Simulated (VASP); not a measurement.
# I (Fm-3m) in VASP: a series of runs

The runs below take I through single point, with PBE.

All numbers are computed with VASP 6.6.1; they aren't measurements. Logs are shortened: lines on timing, memory, paths and dates and some standing lists are left out, and cuts for length are marked.

## (1) The cell of the first run

It takes space group Fm-3m (No. 225, cubic). Conventional cell: a = 5.158 Å, b = 5.158 Å, c = 5.158 Å, α = 90.00°, β = 90.00°, γ = 90.00°. Within 4.8 Å of I (site symmetry m-3m) lie 12 I at 3.65 Å.

## (2) Single point, PBE

Input file INCAR:

```
  PREC = Accurate
  ENCUT = 500
  EDIFF = 1E-6
  ISMEAR = -1
  SIGMA = 0.15
  LREAL = F
  LASPH = T
  NELM = 120
  ALGO = Normal
  ISIF = 2
  LWAVE = F
  LCHARG = F
  GGA = PE
  NBANDS = 10
  GGA_COMPAT = F
```

Input file KPOINTS:

```
Automatic mesh
0
Gamma
  4 4 4
```

Input file POSCAR:

```
I
1.0
    0.0000000000      2.5787753100      2.5787753100
    2.5787753100      0.0000000000      2.5787753100
    2.5787753100      2.5787753100      0.0000000000
I
1
Direct
    0.0000000000      0.0000000000      0.0000000000
```

Potentials or basis: VASP PAW PBE potentials, release 64 (I).

Command:

```sh
$ cat potpaw_PBE.64/I/POTCAR > POTCAR
$ mpirun -np 1 vasp_std > vasp.out
```

OUTCAR:

```text
PREC = Accurate
   ENCUT = 500
   EDIFF = 1E-6
   ISMEAR = -1
   LREAL = F
   LASPH = T
   NELM = 120
   ISIF = 2
   GGA = PE

 ion  position               nearest neighbor table
   1  0.000  0.000  0.000-

  LATTYP: Found a face centered cubic cell.
 ALAT       =     5.1575506200

  Lattice vectors:

 A1 = (   0.0000000000,   2.5787753100,   2.5787753100)
 A2 = (   2.5787753100,   0.0000000000,   2.5787753100)
 A3 = (   2.5787753100,   2.5787753100,   0.0000000000)

Analysis of symmetry for initial positions (statically):
=====================================================================
 Subroutine PRICEL returns:
 Original cell was already a primitive cell.

 Routine SETGRP: Setting up the symmetry group for a
 face centered cubic supercell.

 Subroutine GETGRP returns: Found 48 space group operations
 (whereof 48 operations were pure point group operations)
 out of a pool of 48 trial point group operations.

The static configuration has the point symmetry O_h .

Analysis of symmetry for dynamics (positions and initial velocities):
=====================================================================
 Subroutine PRICEL returns:
 Original cell was already a primitive cell.

 Routine SETGRP: Setting up the symmetry group for a
 face centered cubic supercell.

 Subroutine GETGRP returns: Found 48 space group operations
 (whereof 48 operations were pure point group operations)
 out of a pool of 48 trial point group operations.

The dynamic configuration has the point symmetry O_h .

 Subroutine INISYM returns: Found 48 space group operations
 (whereof 48 operations are pure point group operations),
 and found     1 'primitive' translations

----------------------------------------------------------------------------------------

                                     Primitive cell

  volume of cell :      34.2981

  direct lattice vectors                    reciprocal lattice vectors
     0.000000000  2.578775310  2.578775310    -0.193890487  0.193890487  0.193890487
     2.578775310  0.000000000  2.578775310     0.193890487 -0.193890487  0.193890487
     2.578775310  2.578775310  0.000000000     0.193890487  0.193890487 -0.193890487

  length of vectors
     3.646939018  3.646939018  3.646939018     0.335828174  0.335828174  0.335828174

  position of ions in fractional coordinates (direct lattice)
     0.000000000  0.000000000  0.000000000

  ion indices of the primitive-cell ions
   primitive index   ion index
                 1           1

----------------------------------------------------------------------------------------

 KPOINTS: Automatic mesh

Automatic generation of k-mesh.
 Grid dimensions read from file:
 generate k-points for:    4    4    4

 Generating k-lattice:

  Cartesian coordinates                     Fractional coordinates (reciprocal lattice)
    -0.048472622  0.048472622  0.048472622     0.250000000  0.000000000  0.000000000
     0.048472622 -0.048472622  0.048472622     0.000000000  0.250000000  0.000000000
     0.048472622  0.048472622 -0.048472622     0.000000000  0.000000000  0.250000000

  Length of vectors
     0.083957044  0.083957044  0.083957044

  Shift w.r.t. Gamma in fractional coordinates (k-lattice)
     0.000000000  0.000000000  0.000000000

 Subroutine IBZKPT returns following result:
 ===========================================

 Found      8 irreducible k-points:

 Following reciprocal coordinates:
            Coordinates               Weight
  0.000000  0.000000  0.000000      1.000000
  0.250000  0.000000  0.000000      8.000000
  0.500000  0.000000  0.000000      4.000000
  0.250000  0.250000  0.000000      6.000000
  0.500000  0.250000  0.000000     24.000000
 -0.250000  0.250000  0.000000     12.000000
  0.500000  0.500000  0.000000      3.000000
 -0.250000  0.500000  0.250000      6.000000
   k-points           NKPTS =      8   k-points in BZ     NKDIM =      8   number of bands    NBANDS=     10
   number of dos      NEDOS =    301   number of ions     NIONS =      1
   total plane-waves  NPLWV =  21952
   dimension x,y,z NGX =    28 NGY =   28 NGZ =   28
   dimension x,y,z NGXF=    56 NGYF=   56 NGZF=   56
   ions per type =               1
   NGX,Y,Z   is equivalent  to a cutoff of  12.76, 12.76, 12.76 a.u.
   NGXF,Y,Z  is equivalent  to a cutoff of  25.53, 25.53, 25.53 a.u.
 SYSTEM =  unknown system
   PREC   = accura    normal or accurate (medium, high low for compatibility)
   ISTART =      0    job   : 0-new  1-cont  2-samecut
   ICHARG =      2    charge: 1-file 2-atom 10-const
   ISPIN  =      1    spin polarized calculation?
   LNONCOLLINEAR =      F non collinear calculations
   LSORBIT =      F    spin-orbit coupling
   LASPH  =      T    aspherical Exc in radial PAW
   ENCUT  =  500.0 eV  36.75 Ry    6.06 a.u.   6.65  6.65  6.65*2*pi/ulx,y,z
   NELM   =    120;   NELMIN=  2; NELMDL= -5     # of ELM steps
   EDIFF  = 0.1E-05   stopping-criterion for ELM
   LREAL  =      F    real-space projection
   EDIFFG = 0.1E-04   stopping-criterion for IOM
   NSW    =      0    number of steps for IOM
   IBRION =     -1    ionic relax: 0-MD 1-quasi-New 2-CG
   NFREE  =      0    steps in history (QN), initial steepest desc. (CG)
   ISIF   =      2    stress and relaxation
   ISYM   =      2    0-nonsym 1-usesym 2-fastsym
   POTIM  = 0.5000    time-step for ionic-motion
   TEBEG  =    0.0;   TEEND  =   0.0 temperature during run
   PSTRESS=    0.0 pullay stress
   NELECT =       7.0000    total number of electrons
   NUPDOWN=      -1.0000    fix difference up-down
   EMIN   =  10.00;   EMAX   =-10.00  energy-range for DOS
   EFERMI =   0.00;   METHOD = LEGACY
   ISMEAR =    -1;   SIGMA  =   0.15  broadening in eV -4-tet -1-fermi 0-gaus
   EFERMI_NEDOS =   21; number of points for ismear=-14 and -15
   IALGO  =     38    algorithm
   IMIX   =      4    mixing-type and parameters
     AMIX     =   0.40;   BMIX     =  1.00
     AMIX_MAG =   1.60;   BMIX_MAG =  1.00
  volume/ion in A,a.u.               =      34.30       231.46
  Fermi-wavevector in a.u.,A,eV,Ry     =   0.963868  1.821445 12.640364  0.929041
  Thomas-Fermi vector in A             =   2.093450
   LORBIT       =      0    0 simple, 1 ext, 2 COOP (PROOUT), +10 PAW based schemes
   GGA     = PE    functional components
   LHFCALC =     F    Hartree Fock is set to
   AEXX    =    0.0000 exact exchange contribution
   IVDW    =     0    specifies the selected vdW correction
   LEPSILON=     F    determine dielectric tensor
   LRPA    =     F    only Hartree local field effects (RPA)
 non-spin polarized calculation
  energy-cutoff  :      500.00
  volume of cell :       34.30
 maximum number of plane-waves:       893
 NGX is ok and might be reduce to    28
   NGX = 13   NGY = 13   NGZ = 13

 number of electron       6.9999999 magnetization

 Free energy of the ion-electron system (eV)
  ---------------------------------------------------
  ext. energy  EPLUGINS =         0.00000000
  ---------------------------------------------------
  free energy    TOTEN  =        -1.17914856 eV

  energy without entropy =       -1.08642768  energy(sigma->0) =       -1.13278812

 E-fermi :   4.9135     XC(G=0):  -9.2062

 val. band max:        4.4932497514   @ k =   0.2500   0.2500   0.0000
 cond. band min:       4.9810161308   @ k =  -0.2500   0.2500   0.0000
 fundamental gap:      0.4877663793
 Fermi energy:         4.9135461029

 k-point     1 :       0.0000    0.0000    0.0000
  band No.  band energies     occupation
      1      -8.7990      2.00000
      2       5.7820      0.00610
      3       5.7820      0.00610
      4       5.7820      0.00610
      5      12.0454      0.00000
      6      14.3877      0.00000
      7      14.3877      0.00000
      8      14.3877      0.00000
      9      16.4975      0.00000
     10      18.1980      0.00000

 k-point     2 :       0.2500    0.0000    0.0000
  band No.  band energies     occupation
      1      -8.1629      2.00000
      2       2.5141      2.00000
      3       5.3737      0.08892
      4       5.3737      0.08892
      5      11.9969      0.00000
      6      14.6728      0.00000
      7      14.6728      0.00000
      8      15.8945      0.00000
      9      17.2751      0.00000
     10      17.2751      0.00000

 k-point     3 :       0.5000    0.0000    0.0000
  band No.  band energies     occupation
      1      -7.2997      2.00000
      2       0.0607      2.00000
      3       5.0319      0.62469
      4       5.0319      0.62469
      5      11.2848      0.00000
      6      13.8277      0.00000
      7      13.8277      0.00000
      8      15.7926      0.00000
      9      20.3379      0.00000
     10      21.3455      0.00000

 k-point     4 :       0.2500    0.2500    0.0000
  band No.  band energies     occupation
      1      -7.9467      2.00000
      2       2.8700      2.00000
      3       4.4932      1.88557
      4       4.4932      1.88556
      5      11.4929      0.00000
      6      11.9317      0.00000
      7      17.0537      0.00000
      8      17.1266      0.00000
      9      17.1266      0.00000
     10      19.2435      0.00000

 k-point     5 :       0.5000    0.2500    0.0000
  band No.  band energies     occupation
      1      -7.0637      2.00000
      2       0.9042      2.00000
      3       3.0057      1.99999
      4       4.2002      1.98294
      5      10.8843      0.00000
      6      13.4300      0.00000
      7      16.1822      0.00000
      8      16.4282      0.00000
      9      20.6320      0.00000
     10      21.3721      0.00000

 k-point     6 :      -0.2500    0.2500    0.0000
  band No.  band energies     occupation
      1      -7.3685      2.00000
      2       1.4516      2.00000
      3       2.7909      2.00000
      4       4.9810      0.77882
      5      12.2084      0.00000
      6      14.5567      0.00000
      7      15.3967      0.00000
      8      15.4713      0.00000
      9      16.7211      0.00000
     10      21.0297      0.00000

 k-point     7 :       0.5000    0.5000    0.0000
  band No.  band energies     occupation
      1      -6.7628      2.00000
      2       0.5351      2.00000
      3       3.5584      1.99976
      4       3.5584      1.99976
      5       9.4658      0.00000
      6      10.2479      0.00000
      7      21.4232      0.00000
      8      21.5780      0.00000
      9      21.8763      0.00000
     10      21.8770      0.00000

 k-point     8 :      -0.2500    0.5000    0.2500
  band No.  band energies     occupation
      1      -6.7349      2.00000
      2       1.6929      2.00000
      3       1.6929      2.00000
      4       2.9792      1.99999
      5      12.2207      0.00000
      6      14.4938      0.00000
      7      14.4938      0.00000
      8      15.6456      0.00000
      9      22.6234      0.00000
     10      22.6771      0.00000

------------------------ aborting loop because EDIFF is reached ----------------------------------------

  FORCE on cell =-STRESS in cart. coord.  units (eV):
  Direction    XX          YY          ZZ          XY          YZ          ZX
  --------------------------------------------------------------------------------------
  -------------------------------------------------------------------------------------
  Total        0.1075875      0.1075875      0.1075875      0.0000000      0.0000000      0.0000000
  in kB        5.0257626      5.0257626      5.0257626      0.0000000      0.0000000      0.0000000
  external PRESSURE =       5.0257626 kB  Pullay stress =       0.0000000 kB

 VOLUME and BASIS-vectors are now :
 -----------------------------------------------------------------------------
  energy-cutoff  :      500.00
  volume of cell :       34.30
      direct lattice vectors                 reciprocal lattice vectors
     0.000000000  2.578775310  2.578775310    -0.193890487  0.193890487  0.193890487
     2.578775310  0.000000000  2.578775310     0.193890487 -0.193890487  0.193890487
     2.578775310  2.578775310  0.000000000     0.193890487  0.193890487 -0.193890487

 POSITION                                       TOTAL-FORCE (eV/Angst)
 -----------------------------------------------------------------------------------
      0.00000      0.00000      0.00000        -0.000000      0.000000     -0.000000
 -----------------------------------------------------------------------------------
    total drift:                                0.000000      0.000000      0.000000

  FREE ENERGIE OF THE ION-ELECTRON SYSTEM (eV)
  ---------------------------------------------------
  free  energy   TOTEN  =        -1.1791485591 eV

  energy  without entropy=       -1.0864276795  energy(sigma->0) =       -1.13278812
```

It took 6.1 s on 1 thread of Intel Xeon 8259CL, shared host; peak memory 0.15 GiB.

Results:

```yaml
Free_energy: -1.1791 eV
Pressure: 0.5 GPa
Band_gap_on_the_k_mesh: zero (an odd number of electrons rules out a gap without spin polarisation)
```

Caveat: the k points lie up to 0.53 Å⁻¹ apart, too coarse for converged energies and pressures of a metal; spin-orbit coupling is left out, which moves the levels of the heavy elements; an odd number of electrons without spin polarisation forces a metal; a magnetic or distorted state may lie lower.

(Part 1 of 2 ends here.)
